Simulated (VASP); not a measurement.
# Be2ZnO3 (Cmc2_1) in VASP: single point with PBE

Aim: the single point of Be2ZnO3 with PBE.

Program: VASP 6.6.1. These are calculated values, not measurements. Logs are shortened: lines on timing, memory, paths and dates and some standing lists are left out, and cuts for length are marked.

## (1) The cell of the first run

It takes space group Cmc2_1 (No. 36, orthorhombic). Conventional cell: a = 8.633 Å, b = 4.962 Å, c = 4.586 Å, α = 90.00°, β = 90.00°, γ = 90.00°. Within 2.2 Å of Be (site symmetry 1) lie 4 O at 1.64 to 1.66 Å. Within 2.6 Å of Zn (site symmetry m) lie 5 O at 1.97 to 2.60 Å. Within 2.2 Å of O (site symmetry 1) lie 3 Be at 1.64 to 1.66 Å and 1 Zn at 1.97 Å. O (site symmetry m) has 2 Be at 1.66 Å and 2 Zn at 1.99 to 2.00 Å within 2.2 Å.

## (2) Single point, PBE (8.18 Å³/atom)

File INCAR:

```
SYSTEM = Be2ZnO3
PREC     = Accurate       ! precision mode
ENCUT    = 520            ! plane-wave cutoff, eV
EDIFF    = 1E-6           ! SCF threshold, eV
ISMEAR   = 0              ! smearing method
SIGMA    = 0.02           ! smearing width, eV
LREAL    = .FALSE.        ! projectors in reciprocal space
LASPH    = .TRUE.         ! aspherical terms in the spheres
NELM     = 100            ! most SCF steps
ALGO     = Normal         ! electronic algorithm
ISIF     = 2              ! what is computed and relaxed
LWAVE    = .FALSE.        ! write WAVECAR
LCHARG   = .FALSE.        ! write CHGCAR
GGA      = PE             ! functional
NBANDS   = 46             ! bands
```

File KPOINTS:

```
Automatic mesh
0
G
  6 6 6
  0 0 0
```

File POSCAR:

```
Be2ZnO3
1.0
    4.3163634892     -2.4809531816      0.0000000000
    4.3163634892      2.4809531816      0.0000000000
    0.0000000000      0.0000000000      4.5857631551
Be Zn O
4 2 6
Direct
    0.5137617675      0.8339690018      0.5049901853
    0.8339690018      0.5137617675      0.0049901853
    0.1660309982      0.4862382325      0.5049901853
    0.4862382325      0.1660309982      0.0049901853
    0.1802949431      0.8197050569      0.9954605920
    0.8197050569      0.1802949431      0.4954605920
    0.5494272733      0.8356842045      0.8643375978
    0.1643157955      0.4505727267      0.8643375978
    0.7833576534      0.2166423466      0.9301838418
    0.8356842045      0.5494272733      0.3643375978
    0.4505727267      0.1643157955      0.3643375978
    0.2166423466      0.7833576534      0.4301838418
```

Potentials or basis: VASP PAW PBE potentials, release 64 (Be, Zn, O).

Launch:

```
cat potpaw_PBE.64/Be/POTCAR potpaw_PBE.64/Zn/POTCAR potpaw_PBE.64/O/POTCAR > POTCAR
mpirun -np 1 vasp_std > vasp.out
```

OUTCAR:

```text
SYSTEM = Be2ZnO3
   PREC = Accurate
   ENCUT = 520
   EDIFF = 1E-6
   ISMEAR = 0
   LREAL = .FALSE.
   LASPH = .TRUE.
   NELM = 100
   ISIF = 2
   GGA = PE

 ion  position               nearest neighbor table
   1  0.514  0.834  0.505-  11 1.64  10 1.64  12 1.66   7 1.66
   2  0.834  0.514  0.005-   8 1.64   7 1.64   9 1.66  10 1.66
   3  0.166  0.486  0.505-  10 1.64  11 1.64  12 1.66   8 1.66
   4  0.486  0.166  0.005-   7 1.64   8 1.64   9 1.66  11 1.66
   5  0.180  0.820  0.995-   7 1.97   8 1.97   9 1.99  12 2.00   6 2.91   6 2.91
   6  0.820  0.180  0.495-  10 1.97  11 1.97  12 1.99   9 2.00   5 2.91   5 2.91
   7  0.549  0.836  0.864-   4 1.64   2 1.64   1 1.66   5 1.97
   8  0.164  0.451  0.864-   2 1.64   4 1.64   3 1.66   5 1.97
   9  0.783  0.217  0.930-   2 1.66   4 1.66   5 1.99   6 2.00
  10  0.836  0.549  0.364-   3 1.64   1 1.64   2 1.66   6 1.97
  11  0.451  0.164  0.364-   1 1.64   3 1.64   4 1.66   6 1.97
  12  0.217  0.783  0.430-   1 1.66   3 1.66   6 1.99   5 2.00

  LATTYP: Found a base centered orthorhombic cell.
 ALAT       =     4.9619063632
 B/A-ratio  =     1.7398004611
 C/A-ratio  =     0.9241938117

  Lattice vectors:

 A1 = (  -4.3163634892,  -2.4809531816,   0.0000000000)
 A2 = (   4.3163634892,  -2.4809531816,   0.0000000000)
 A3 = (   0.0000000000,   0.0000000000,   4.5857631551)

Analysis of symmetry for initial positions (statically):
=====================================================================
 Subroutine PRICEL returns:
 Original cell was already a primitive cell.

 Routine SETGRP: Setting up the symmetry group for a
 base centered orthorhombic supercell.

 Subroutine GETGRP returns: Found  4 space group operations
 (whereof  2 operations were pure point group operations)
 out of a pool of  8 trial point group operations.

The static configuration has the point symmetry C_1h.
 The point group associated with its full space group is C_2v.

Analysis of symmetry for dynamics (positions and initial velocities):
=====================================================================
 Subroutine PRICEL returns:
 Original cell was already a primitive cell.

 Routine SETGRP: Setting up the symmetry group for a
 base centered orthorhombic supercell.

 Subroutine GETGRP returns: Found  4 space group operations
 (whereof  2 operations were pure point group operations)
 out of a pool of  8 trial point group operations.

The dynamic configuration has the point symmetry C_1h.
 The point group associated with its full space group is C_2v.

 Subroutine INISYM returns: Found  4 space group operations
 (whereof  2 operations are pure point group operations),
 and found     1 'primitive' translations

----------------------------------------------------------------------------------------

                                     Primitive cell

  volume of cell :      98.2151

  direct lattice vectors                    reciprocal lattice vectors
     4.316363489 -2.480953182  0.000000000     0.115838252 -0.201535444  0.000000000
     4.316363489  2.480953182  0.000000000     0.115838252  0.201535444  0.000000000
     0.000000000  0.000000000  4.585763155     0.000000000  0.000000000  0.218066212

  length of vectors
     4.978566306  4.978566306  4.585763155     0.232454373  0.232454373  0.218066212

  position of ions in fractional coordinates (direct lattice)
     0.513761768  0.833969002  0.504990185
     0.833969002  0.513761768  0.004990185
     0.166030998  0.486238232  0.504990185
     0.486238232  0.166030998  0.004990185
     0.180294943  0.819705057  0.995460592
     0.819705057  0.180294943  0.495460592
     0.549427273  0.835684204  0.864337598
     0.164315796  0.450572727  0.864337598
     0.783357653  0.216642347  0.930183842
     0.835684204  0.549427273  0.364337598
     0.450572727  0.164315796  0.364337598
     0.216642347  0.783357653  0.430183842

  ion indices of the primitive-cell ions
   primitive index   ion index
                 1           1
                 2           2
                 3           3
                 4           4
                 5           5
                 6           6
                 7           7
                 8           8
                 9           9
                10          10
                11          11
                12          12

----------------------------------------------------------------------------------------

 KPOINTS: Automatic mesh

Automatic generation of k-mesh.
 Grid dimensions read from file:
 generate k-points for:    6    6    6

 Generating k-lattice:

  Cartesian coordinates                     Fractional coordinates (reciprocal lattice)
     0.019306375 -0.033589241  0.000000000     0.166666667  0.000000000  0.000000000
     0.019306375  0.033589241  0.000000000     0.000000000  0.166666667  0.000000000
     0.000000000  0.000000000  0.036344369     0.000000000  0.000000000  0.166666667

  Length of vectors
     0.038742396  0.038742396  0.036344369

  Shift w.r.t. Gamma in fractional coordinates (k-lattice)
     0.000000000  0.000000000  0.000000000

 Subroutine IBZKPT returns following result:
 ===========================================

 Found     52 irreducible k-points:

 Following reciprocal coordinates:
            Coordinates               Weight
  0.000000  0.000000  0.000000      1.000000
  0.166667  0.000000  0.000000      4.000000
  0.333333  0.000000  0.000000      4.000000
  0.500000 -0.000000  0.000000      2.000000
  0.166667  0.166667  0.000000      2.000000
  0.333333  0.166667  0.000000      4.000000
[... 16 lines left out ...]
  0.333333  0.333333  0.166667      4.000000
  0.500000  0.333333  0.166667      8.000000
 [... further k-points ...]
   k-points           NKPTS =     52   k-points in BZ     NKDIM =     52   number of bands    NBANDS=     46
   number of dos      NEDOS =    301   number of ions     NIONS =     12
   total plane-waves  NPLWV =  57600
   dimension x,y,z NGX =    40 NGY =   40 NGZ =   36
   dimension x,y,z NGXF=    80 NGYF=   80 NGZF=   72
   ions per type =               4   2   6
   NGX,Y,Z   is equivalent  to a cutoff of  13.36, 13.36, 13.05 a.u.
   NGXF,Y,Z  is equivalent  to a cutoff of  26.71, 26.71, 26.10 a.u.
 SYSTEM =  Be2ZnO3
   PREC   = accura    normal or accurate (medium, high low for compatibility)
   ISTART =      0    job   : 0-new  1-cont  2-samecut
   ICHARG =      2    charge: 1-file 2-atom 10-const
   ISPIN  =      1    spin polarized calculation?
   LNONCOLLINEAR =      F non collinear calculations
   LSORBIT =      F    spin-orbit coupling
   LASPH  =      T    aspherical Exc in radial PAW
   ENCUT  =  520.0 eV  38.22 Ry    6.18 a.u.   9.26  9.26  8.53*2*pi/ulx,y,z
   NELM   =    100;   NELMIN=  2; NELMDL= -5     # of ELM steps
   EDIFF  = 0.1E-05   stopping-criterion for ELM
   LREAL  =      F    real-space projection
   EDIFFG = 0.1E-04   stopping-criterion for IOM
   NSW    =      0    number of steps for IOM
   IBRION =     -1    ionic relax: 0-MD 1-quasi-New 2-CG
   NFREE  =      0    steps in history (QN), initial steepest desc. (CG)
   ISIF   =      2    stress and relaxation
   ISYM   =      2    0-nonsym 1-usesym 2-fastsym
   POTIM  = 0.5000    time-step for ionic-motion
   TEBEG  =    0.0;   TEEND  =   0.0 temperature during run
   PSTRESS=    0.0 pullay stress
   NELECT =      68.0000    total number of electrons
   NUPDOWN=      -1.0000    fix difference up-down
   EMIN   =  10.00;   EMAX   =-10.00  energy-range for DOS
   EFERMI =   0.00;   METHOD = LEGACY
   ISMEAR =     0;   SIGMA  =   0.02  broadening in eV -4-tet -1-fermi 0-gaus
   EFERMI_NEDOS =   21; number of points for ismear=-14 and -15
   IALGO  =     38    algorithm
   IMIX   =      4    mixing-type and parameters
     AMIX     =   0.40;   BMIX     =  1.00
     AMIX_MAG =   1.60;   BMIX_MAG =  1.00
  volume/ion in A,a.u.               =       8.18        55.23
  Fermi-wavevector in a.u.,A,eV,Ry     =   1.448277  2.736847 28.538319  2.097507
  Thomas-Fermi vector in A             =   2.566137
   LORBIT       =      0    0 simple, 1 ext, 2 COOP (PROOUT), +10 PAW based schemes
   GGA     = PE    functional components
   LHFCALC =     F    Hartree Fock is set to
   AEXX    =    0.0000 exact exchange contribution
   IVDW    =     0    specifies the selected vdW correction
   LEPSILON=     F    determine dielectric tensor
   LRPA    =     F    only Hartree local field effects (RPA)
 non-spin polarized calculation
 Gauss-broadening in eV      SIGMA  =   0.02
  energy-cutoff  :      520.00
  volume of cell :       98.22
 maximum number of plane-waves:      2664
 NGX is ok and might be reduce to    40
   NGX = 19   NGY = 19   NGZ = 17

 number of electron      68.0000024 magnetization

 Free energy of the ion-electron system (eV)
  ---------------------------------------------------
  ext. energy  EPLUGINS =         0.00000000
  ---------------------------------------------------
  free energy    TOTEN  =       -74.38622666 eV

  energy without entropy =      -74.38622666  energy(sigma->0) =      -74.38622666

 E-fermi :   2.8223     XC(G=0): -11.4067

 val. band max:        2.6989284479   @ k =   0.1667   0.1667   0.5000
 cond. band min:       6.5800649859   @ k =   0.0000   0.0000   0.0000
 fundamental gap:      3.8811365380
 Fermi energy:         2.8223256775

 k-point     1 :       0.0000    0.0000    0.0000
  band No.  band energies     occupation
      1     -15.7607      2.00000
      2     -14.2909      2.00000
      3     -14.0310      2.00000
      4     -13.9983      2.00000
      5     -13.9953      2.00000
      6     -13.9814      2.00000
[... 38 lines left out ...]
     45      15.8123      0.00000
     46      16.2387      0.00000

 k-point     2 :       0.1667    0.0000    0.0000
  band No.  band energies     occupation
      1     -15.6713      2.00000
      2     -14.3035      2.00000
      3     -14.2215      2.00000
      4     -14.0798      2.00000
      5     -13.9352      2.00000
      6     -13.8782      2.00000
[... 38 lines left out ...]
     45      16.0378      0.00000
     46      16.2098      0.00000

 k-point     3 :       0.3333    0.0000    0.0000
  band No.  band energies     occupation
      1     -15.4203      2.00000
      2     -14.6306      2.00000
      3     -14.2458      2.00000
      4     -14.0694      2.00000
      5     -13.9230      2.00000
      6     -13.8639      2.00000
[... 38 lines left out ...]
     45      15.6553      0.00000
     46      16.1581      0.00000

 k-point     4 :       0.5000   -0.0000    0.0000
  band No.  band energies     occupation
      1     -15.1198      2.00000
      2     -14.9677      2.00000
      3     -14.2730      2.00000
      4     -13.9639      2.00000
      5     -13.9457      2.00000
      6     -13.9149      2.00000
[... 920 lines left out ...]
     45      15.4459      0.00000
     46      16.0639      0.00000

 k-point    23 :       0.3333    0.3333    0.1667
  band No.  band energies     occupation
      1     -15.3639      2.00000
      2     -14.4992      2.00000
      3     -14.3407      2.00000
      4     -14.1694      2.00000
      5     -13.9202      2.00000
      6     -13.8860      2.00000
[... 38 lines left out ...]
     45      15.8427      0.00000
     46      16.2086      0.00000

 k-point    24 :       0.5000    0.3333    0.1667
  band No.  band energies     occupation
      1     -15.1730      2.00000
      2     -14.6504      2.00000
      3     -14.4372      2.00000
      4     -14.1321      2.00000
      5     -13.9205      2.00000
      6     -13.9006      2.00000
[... 38 lines left out ...]
     45      15.9837      0.00000
     46      16.4316      0.00000

 [... further k-points ...]

------------------------ aborting loop because EDIFF is reached ----------------------------------------

  FORCE on cell =-STRESS in cart. coord.  units (eV):
  Direction    XX          YY          ZZ          XY          YZ          ZX
  --------------------------------------------------------------------------------------
  -------------------------------------------------------------------------------------
  Total        4.0189405      3.9704920      3.9570901      0.0000000      0.0000000      0.0000000
  in kB       65.5607575     64.7704202     64.5517962      0.0000000      0.0000000      0.0000000
  external PRESSURE =      64.9609913 kB  Pullay stress =       0.0000000 kB

 VOLUME and BASIS-vectors are now :
 -----------------------------------------------------------------------------
  energy-cutoff  :      520.00
  volume of cell :       98.22
      direct lattice vectors                 reciprocal lattice vectors
     4.316363489 -2.480953182  0.000000000     0.115838252 -0.201535444  0.000000000
     4.316363489  2.480953182  0.000000000     0.115838252  0.201535444  0.000000000
     0.000000000  0.000000000  4.585763155     0.000000000  0.000000000  0.218066212

 POSITION                                       TOTAL-FORCE (eV/Angst)
 -----------------------------------------------------------------------------------
      5.81730      0.79442      2.31577         0.001371     -0.000077      0.004089
      5.81730     -0.79442      0.02288         0.001371      0.000077      0.004089
      2.81543      0.79442      2.31577        -0.001371     -0.000077      0.004089
      2.81543     -0.79442      0.02288        -0.001371      0.000077      0.004089
      4.31636      1.58635      4.56495         0.000000      0.006604     -0.006685
      4.31636     -1.58635      2.27206         0.000000     -0.006604     -0.006685
      5.97864      0.71019      3.96365         0.042353     -0.021581     -0.018477
      2.65408      0.71019      3.96365        -0.042353     -0.021581     -0.018477
      4.31636     -1.40599      4.26560         0.000000      0.045544      0.035462
      5.97864     -0.71019      1.67077         0.042353      0.021581     -0.018477
      2.65408     -0.71019      1.67077        -0.042353      0.021581     -0.018477
      4.31636      1.40599      1.97272         0.000000     -0.045544      0.035462
 -----------------------------------------------------------------------------------
    total drift:                               -0.000000      0.000000     -0.002844

  FREE ENERGIE OF THE ION-ELECTRON SYSTEM (eV)
  ---------------------------------------------------
  free  energy   TOTEN  =       -74.3862266624 eV

  energy  without entropy=      -74.3862266624  energy(sigma->0) =      -74.38622666
```

Wall time 2 min (1 thread of Intel Xeon 6975P-C (Granite Rapids), shared host); peak memory 0.34 GiB.

What came out:

```yaml
Free_energy: -74.3862 eV
Pressure: 6.5 GPa
Largest_force: 0.058 eV/Å
Band_gap_on_the_k_mesh: 3.88 eV (least direct gap 3.92 eV)
```

Forces on the atoms (eV/Å):
```
Be   0.001  0.000  0.004
Be   0.001  0.000  0.004
Be  -0.001  0.000  0.004
Be  -0.001  0.000  0.004
Zn   0.000  0.007 -0.007
Zn   0.000 -0.007 -0.007
O    0.042 -0.022 -0.018
O   -0.042 -0.022 -0.018
O    0.000  0.046  0.035
O    0.042  0.022 -0.018
O   -0.042  0.022 -0.018
O    0.000 -0.046  0.035
```

Stress tensor (GPa, compression positive):
```
6.56 0.00 0.00
0.00 6.48 0.00
0.00 0.00 6.46
```

Caveat: the cell stands under pressure. A k mesh can miss the band edges.
